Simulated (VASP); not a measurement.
Write the native input for VASP 6.6.1 that does the following.

```
Task                   : single point
Functional             : LDA
Potentials or basis    : VASP PAW LDA potentials, release 64 (Sr_sv, Ca_sv)
Cutoff                 : 520 eV
k mesh                 : 4 × 4 × 4
Occupations            : methfessel-paxton, width 0.02 eV
Spin                   : no spin polarisation
Dipole correction      : no
Further INCAR settings : ALGO = Normal; EDIFF = 1e-06; NBANDS = 28
```

The structure of Sr3Ca lies in POSCAR:

```
Sr3Ca
1.0
    5.6807067901      0.0000000000      0.0000000000
    0.0000000000      5.6807067901      0.0000000000
    0.0000000000      0.0000000000      5.6807067901
Sr Ca
3 1
Direct
    0.0000000000      0.5000000000      0.5000000000
    0.5000000000      0.0000000000      0.5000000000
    0.5000000000      0.5000000000      0.0000000000
    0.0000000000      0.0000000000      0.0000000000
```

The input as run:

INCAR

```
ALGO = Normal ; EDIFF = 1E-6
ENCUT = 520 ; ISIF = 2
ISMEAR = 1 ; LASPH = True
LCHARG = False ; LREAL = False
LWAVE = False ; NBANDS = 28
NELM = 100 ; PREC = Accurate
SIGMA = 0.02
```

KPOINTS

```
k-points
0
Gamma
  4 4 4
```

Potentials or basis: VASP PAW LDA potentials, release 64 (Sr_sv, Ca_sv).

The run is started by

```console
$ cat potpaw_LDA.64/Sr_sv/POTCAR potpaw_LDA.64/Ca_sv/POTCAR > POTCAR
$ mpirun -np 1 vasp_std > vasp.out
```

It gave:

| Property | Result |
| --- | --- |
| Pressure | 0.0 GPa |
| Band gap on the k mesh | zero (band 20 reaches 2.07 eV, above the bottom of band 21 at 2.03 eV) |

Run time: 30 s on 1 thread of AMD EPYC 9R14 (Zen 4) (shared host), peak memory 0.19 GiB.
